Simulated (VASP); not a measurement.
# Pt (P6/mmm) in VASP: further runs

Pt is run at these levels: PBE; tasks: relaxation of shape and atoms at fixed volume.

Program: VASP 6.6.1. These are calculated values, not measurements. Logs are shortened: lines on timing, memory, paths and dates and some standing lists are left out, and cuts for length are marked.

### 1 The cell of the first run

Symmetry: P6/mmm, No. 191, hexagonal system. The conventional cell has a = 2.364 Å, b = 2.364 Å, c = 2.366 Å, α = 90.00°, β = 90.00°, γ = 120.00°. Pt (site symmetry 6/mmm) has 8 Pt at 2.36 to 2.37 Å within 3.1 Å.

This isn't the form of Pt at room conditions, which is fcc.

### 2 Relaxation of shape and atoms at fixed volume, PBE

File INCAR:

```
SYSTEM = Pt
PREC = Accurate ; ENCUT = 600
EDIFF = 1E-6 ; ISMEAR = -1
SIGMA = 0.08 ; LREAL = .FALSE.
LASPH = .TRUE. ; NELM = 80
ALGO = Normal ; ISIF = 4
LWAVE = .FALSE. ; LCHARG = .FALSE.
GGA = PE ; IBRION = 2
NSW = 50 ; EDIFFG = -0.005
```

File KPOINTS:

```
regular mesh
0
G
  16 16 15
  0 0 0
```

File POSCAR:

```
Pt
1.0
    2.3640571616      0.0000000000      0.0000000000
   -1.1820285808      2.0473335580      0.0000000000
    0.0000000000      0.0000000000      2.3655039411
Pt
1
Direct
    0.0000000000      0.0000000000      0.0000000000
```

Potentials or basis: VASP PAW PBE potentials, release 64 (Pt).

Command:

```sh
$ cat potpaw_PBE.64/Pt/POTCAR > POTCAR
$ mpirun -np 1 vasp_std > vasp.out
```

OUTCAR:

```text
SYSTEM = Pt
   PREC = Accurate
   ENCUT = 600
   EDIFF = 1E-6
   ISMEAR = -1
   LREAL = .FALSE.
   LASPH = .TRUE.
   NELM = 80
   ISIF = 4
   GGA = PE
   IBRION = 2
   NSW = 50
   EDIFFG = -0.005

 ion  position               nearest neighbor table
   1  0.000  0.000  0.000-

  LATTYP: Found a hexagonal cell.
 ALAT       =     2.3640571616
 C/A-ratio  =     1.0006119901

  Lattice vectors:

 A1 = (   2.3640571616,   0.0000000000,   0.0000000000)
 A2 = (  -1.1820285808,   2.0473335580,   0.0000000000)
 A3 = (   0.0000000000,   0.0000000000,   2.3655039411)

Analysis of symmetry for initial positions (statically):
=====================================================================
 Subroutine PRICEL returns:
 Original cell was already a primitive cell.

 Routine SETGRP: Setting up the symmetry group for a
 hexagonal supercell.

 Subroutine GETGRP returns: Found 24 space group operations
 (whereof 24 operations were pure point group operations)
 out of a pool of 24 trial point group operations.

The static configuration has the point symmetry D_6h.

Analysis of symmetry for dynamics (positions and initial velocities):
=====================================================================
 Subroutine PRICEL returns:
 Original cell was already a primitive cell.

 Routine SETGRP: Setting up the symmetry group for a
 hexagonal supercell.

 Subroutine GETGRP returns: Found 24 space group operations
 (whereof 24 operations were pure point group operations)
 out of a pool of 24 trial point group operations.

The dynamic configuration has the point symmetry D_6h.

 Subroutine INISYM returns: Found 24 space group operations
 (whereof 24 operations are pure point group operations),
 and found     1 'primitive' translations

----------------------------------------------------------------------------------------

                                     Primitive cell

  volume of cell :      11.4491

  direct lattice vectors                    reciprocal lattice vectors
     2.364057162  0.000000000  0.000000000     0.423001616  0.244220097  0.000000000
    -1.182028581  2.047333558  0.000000000     0.000000000  0.488440194  0.000000000
     0.000000000  0.000000000  2.365503941     0.000000000  0.000000000  0.422742902

  length of vectors
     2.364057162  2.364057162  2.365503941     0.488440194  0.488440194  0.422742902

  position of ions in fractional coordinates (direct lattice)
     0.000000000  0.000000000  0.000000000
[... 92 lines left out ...]
   EFERMI_NEDOS =   21; number of points for ismear=-14 and -15
   IALGO  =     38    algorithm
   IMIX   =      4    mixing-type and parameters
     AMIX     =   0.40;   BMIX     =  1.00
     AMIX_MAG =   1.60;   BMIX_MAG =  1.00
  volume/ion in A,a.u.               =      11.45        77.26
  Fermi-wavevector in a.u.,A,eV,Ry     =   1.564893  2.957220 33.319188  2.448891
  Thomas-Fermi vector in A             =   2.667450
   LORBIT       =      0    0 simple, 1 ext, 2 COOP (PROOUT), +10 PAW based schemes
   GGA     = PE    functional components
   LHFCALC =     F    Hartree Fock is set to
   AEXX    =    0.0000 exact exchange contribution
   IVDW    =     0    specifies the selected vdW correction
   LEPSILON=     F    determine dielectric tensor
   LRPA    =     F    only Hartree local field effects (RPA)
 conjugate gradient relaxation of ions
 non-spin polarized calculation
  energy-cutoff  :      600.00
  volume of cell :       11.45
 maximum number of plane-waves:       399
 NGX is ok and might be reduce to    20
   NGX =  9   NGY =  9   NGZ =  9

--------------------------------------- Ionic step        1  -------------------------------------------

 number of electron      10.0000001 magnetization

 Free energy of the ion-electron system (eV)
  ---------------------------------------------------
  ext. energy  EPLUGINS =         0.00000000
  ---------------------------------------------------
  free energy    TOTEN  =        -3.36287558 eV

  energy without entropy =       -3.35188759  energy(sigma->0) =       -3.35738159

------------------------ aborting loop because EDIFF is reached ----------------------------------------

  FORCE on cell =-STRESS in cart. coord.  units (eV):
  Direction    XX          YY          ZZ          XY          YZ          ZX
  --------------------------------------------------------------------------------------
  -------------------------------------------------------------------------------------
  Total       18.0790957     18.0790957     13.5685400      0.0000000      0.0000000      0.0000000
  in kB     2529.9796665   2529.9796666   1898.7747532      0.0000000      0.0000000      0.0000000
  external PRESSURE =    2319.5780288 kB  Pullay stress =       0.0000000 kB
[... 197 lines left out ...]
--------------------------------------- Ionic step        7  -------------------------------------------

 number of electron      10.0000001 magnetization

 Free energy of the ion-electron system (eV)
  ---------------------------------------------------
  ext. energy  EPLUGINS =         0.00000000
  ---------------------------------------------------
  free energy    TOTEN  =        -3.40823416 eV

  energy without entropy =       -3.39552554  energy(sigma->0) =       -3.40187985

 E-fermi :  17.3308     XC(G=0): -15.1036

 val. band max:       17.3292922256   @ k =   0.1250   0.0625   0.4000
 cond. band min:      17.3331423289   @ k =   0.3750   0.0000   0.0667
 fundamental gap:      0.0038501033
 Fermi energy:        17.3307691822

 k-point     1 :       0.0000    0.0000    0.0000
  band No.  band energies     occupation
      1       3.8943      2.00000
      2       7.1701      2.00000
      3      11.3995      2.00000
      4      11.3995      2.00000
      5      18.1779      0.00005
      6      18.1779      0.00005
      7      31.3006      0.00000
      8      33.3607      0.00000
      9      41.6673      0.00000
[... 265 lines left out ...]
 k-point    24 :       0.2500    0.1875    0.0000
  band No.  band energies     occupation
      1       8.2938      2.00000
      2       8.7709      2.00000
      3      10.6064      2.00000
      4      14.3634      2.00000
      5      16.5626      1.99986
      6      19.0380      0.00000
      7      28.4697      0.00000
      8      30.9928      0.00000
      9      38.0323      0.00000

 [... further k-points ...]

------------------------ aborting loop because EDIFF is reached ----------------------------------------

  FORCE on cell =-STRESS in cart. coord.  units (eV):
  Direction    XX          YY          ZZ          XY          YZ          ZX
  --------------------------------------------------------------------------------------
  -------------------------------------------------------------------------------------
  Total       16.3199796     16.3199796     16.3171176     -0.0000000     -0.0000000      0.0000000
  in kB     2283.8098353   2283.8098355   2283.4093298     -0.0000000     -0.0000000      0.0000000
  external PRESSURE =    2283.6763336 kB  Pullay stress =       0.0000000 kB
[... 16 lines left out ...]
  FREE ENERGIE OF THE ION-ELECTRON SYSTEM (eV)
  ---------------------------------------------------
  free  energy   TOTEN  =        -3.4082341564 eV

  energy  without entropy=       -3.3955255431  energy(sigma->0) =       -3.40187985

 reached required accuracy - stopping structural energy minimisation
```

OSZICAR:

```text
N       E                     dE             d eps       ncg     rms          rms(c)
DAV:   1     0.474838507788E+02    0.47484E+02   -0.63654E+03  4352   0.121E+03
DAV:   2    -0.327076637681E+01   -0.50755E+02   -0.48987E+02  4643   0.219E+02
DAV:   3    -0.373642884376E+01   -0.46566E+00   -0.46497E+00  5339   0.215E+01
[... 46 lines left out ...]
       N       E                     dE             d eps       ncg     rms          rms(c)
DAV:   1    -0.340843321745E+01   -0.34711E-03   -0.88563E-03  4391   0.868E-01    0.822E-02
DAV:   2    -0.340828133439E+01    0.15188E-03   -0.14392E-04  4575   0.115E-01    0.347E-02
DAV:   3    -0.340823428282E+01    0.47052E-04   -0.10353E-04  4801   0.885E-02    0.107E-02
DAV:   4    -0.340823415640E+01    0.12642E-06   -0.24756E-06  4536   0.154E-02
   7 F= -.34082342E+01 E0= -.34018798E+01  d E =-.643799E-05
```

CONTCAR:

```text
Pt
   1.00000000000000
     2.3878980212577954   -0.0000000000000000   -0.0000000000000000
    -1.1939490106288977    2.0679803481411847   -0.0000000000000000
     0.0000000000000000    0.0000000000000000    2.3185051840900117
  Pt
     1
Direct
     0.0000000000000000    0.0000000000000000    0.0000000000000000

  0.00000000E+00  0.00000000E+00  0.00000000E+00
```

Run time: 73 s. Hardware: 1 thread of Intel Xeon Platinum 8559C (Emerald Rapids), shared host; peak memory 0.16 GiB.

Results:

```yaml
Free_energy: -3.4082 eV
Pressure_after_relaxing: 228.4 GPa
Band_gap_on_the_k_mesh: zero (bands 5 and 6 overlap by 5.72 eV)
```

Final structure:
```yaml
crystal:
  lattice:
    - [2.38790, 0.00000, 0.00000]
    - [-1.19395, 2.06798, 0.00000]
    - [0.00000, 0.00000, 2.31851]
  atoms:
    - { symbol: Pt, position: [0.00000, 0.00000, 0.00000] }
```

Levels at points of the mesh, in eV from the Fermi level:
| k point | band 2 | band 3 | band 4 | band 5 | band 6 | band 7 | band 8 | band 9 |
| --- | --- | --- | --- | --- | --- | --- | --- | --- |
| (0.00, 0.00, 0.00) | -10.16 | -5.93 | -5.93 | 0.85 | 0.85 | 13.97 | 16.03 | 24.34 |
| (0.50, 0.00, 0.00) | -8.42 | -3.84 | -1.34 | -0.18 | 1.55 | 9.09 | 14.98 | 17.86 |

Caveat: spin-orbit coupling is left out, which moves the levels of the heavy elements.

(Part 1 of 2 ends here.)
